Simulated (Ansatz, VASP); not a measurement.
Two plane-wave programs on Sr

```xyz
3
Lattice="7.1881 0.0000 0.0000 -3.5941 6.2251 0.0000 0.0000 0.0000 3.8826" Properties=species:S:1:pos:R:3 pbc="T T T"
Sr   -2.3929    4.1446    0.0000
Sr    1.2012    2.0805    0.0000
Sr    4.7857    0.0000    0.0000
```

Alike in both runs: task single point; functional LDA; k mesh 9 × 9 × 12; occupations gaussian, width 0.1 eV; no spin polarisation.

|  | VASP | Ansatz |
| --- | --- | --- |
| version | VASP 6.6.1 | Ansatz 0.2.0 |
| potentials or method | VASP PAW LDA potentials, release 64 (Sr_sv), cutoff 520 eV | scalar-relativistic, plane waves, PAW |
| valence electrons in the cell | 30 | 30 |

|  | VASP | Ansatz | Ansatz less VASP |
| --- | --- | --- | --- |
| gap on the k mesh at the Fermi level (eV) | none | none | - |
| pressure (GPa) | -1.5 | -1.5 | +0.02 |
| traceless stress, the component that is largest in VASP (GPa) | 0.21 | 0.22 | +0.009 |
| rms of the force components (eV/Å) | 0.006 | 0.006 | 0.0000 |

LDA's correlation is that of Perdew and Zunger in VASP and of Perdew and Wang (1992) in Ansatz. Atom by atom the forces differ by 0.000 eV/Å (rms over components). A gap of «none» marks a metal or a gap that the smearing closes.
